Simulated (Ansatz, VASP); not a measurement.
**SnTe: VASP beside Ansatz**

```xyz
4
Lattice="5.3968 0.0000 0.0000 -2.6984 4.6737 0.0000 0.0000 0.0000 6.4878" Properties=species:S:1:pos:R:3 pbc="T T T"
Sn    0.0000    3.1158   -0.2983
Sn    2.6984    1.5579    2.9456
Te    0.0000    3.1158    2.7312
Te    2.6984    1.5579    5.9751
```

Alike in both runs: task single point; functional r2SCAN; k mesh 8 × 8 × 1; no spin polarisation.

|  | VASP | Ansatz |
| --- | --- | --- |
| version | VASP 6.6.1 | Ansatz 0.2.0 |
| potentials or method | VASP PAW PBE potentials, release 64 (Sn_d, Te) | plane waves |
| plane-wave cutoff (eV) | 520 | 500 |
| occupations | gaussian, width 0.01 eV | fixed |
| valence electrons in the cell | 40 | 60 |

Ansatz gave:

```
gap on the k mesh at the Fermi level (eV)                     : 0.95
pressure (GPa)                                                : -1.9
traceless stress, the component that is largest in VASP (GPa) : -7.93
rms of the force components (eV/Å)                            : 0.454
```

Problem. Which values does VASP return?

Solution. gap on the k mesh at the Fermi level (eV): 0.95; pressure (GPa): -1.9; traceless stress, the component that is largest in VASP (GPa): -7.93; rms of the force components (eV/Å): 0.459.

VASP's potentials were made for PBE, not for r2SCAN. Atom by atom the forces differ by 0.005 eV/Å (rms over components). VASP's potentials hold 40 valence electrons a cell and Ansatz's 60, so a difference there can come from the potentials and not from the codes.

The k mesh is coarse, so the values compare programs but aren't converged. Spin-orbit coupling is off throughout.
